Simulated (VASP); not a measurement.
Wanted: the native input for a VASP 6.6.1 run.

| Quantity | Value |
| --- | --- |
| Task | single point |
| Functional | LDA |
| Potentials or basis | VASP PAW LDA potentials, release 64 (Cs_sv, Sr_sv, F) |
| Cutoff | 520 eV |
| k mesh | 6 × 6 × 6 |
| Occupations | gaussian, width 0.05 eV |
| Spin | no spin polarisation |
| Dipole correction | no |
| Further INCAR settings | ALGO = Normal; EDIFF = 1e-07; NBANDS = 28 |

The structure of CsSrF3 lies in POSCAR:

```
CsSrF3
1.0
    4.6203495997      0.0000000000      0.0000000000
    0.0000000000      4.6203495997      0.0000000000
    0.0000000000      0.0000000000      4.7632470100
Cs Sr F
1 1 3
Direct
    0.0000000000      0.0000000000      0.0000000000
    0.5000000000      0.5000000000      0.5000000000
    0.0000000000      0.5000000000      0.5000000000
    0.5000000000      0.0000000000      0.5000000000
    0.5000000000      0.5000000000      0.0000000000
```

This cell differs from its parent crystal: strain -0.030 along x and y, +0.000 along z.

The input as run:

INCAR

```
SYSTEM = CsSrF3
PREC = Accurate ; ENCUT = 520
EDIFF = 1E-7 ; ISMEAR = 0
SIGMA = 0.05 ; LREAL = .False.
LASPH = .True. ; NELM = 80
ALGO = Normal ; ISIF = 2
LWAVE = .False. ; LCHARG = .True.
GGA = CA ; LELF = .True.
LVHAR = .True. ; NBANDS = 28
```

KPOINTS

```
regular mesh
0
Gamma
  6 6 6
  0 0 0
```

Potentials or basis: VASP PAW LDA potentials, release 64 (Cs_sv, Sr_sv, F).

Run with:

```bash
$ cat potpaw_LDA.64/Cs_sv/POTCAR potpaw_LDA.64/Sr_sv/POTCAR potpaw_LDA.64/F/POTCAR > POTCAR
$ mpirun -np 1 vasp_std > vasp.out
```

Results of the run:

```yaml
Pressure: -0.2 GPa
Band_gap_on_the_k_mesh: 6.21 eV, direct
```

Caveat: the cell differs from its parent crystal (strain -0.030 along x and y, +0.000 along z); spin-orbit coupling is left out, which moves the levels of the heavy elements.

Run time: 58 s on 1 thread of AMD EPYC 9R45 96-Core Processor (Zen 5) (shared host), peak memory 0.21 GiB.
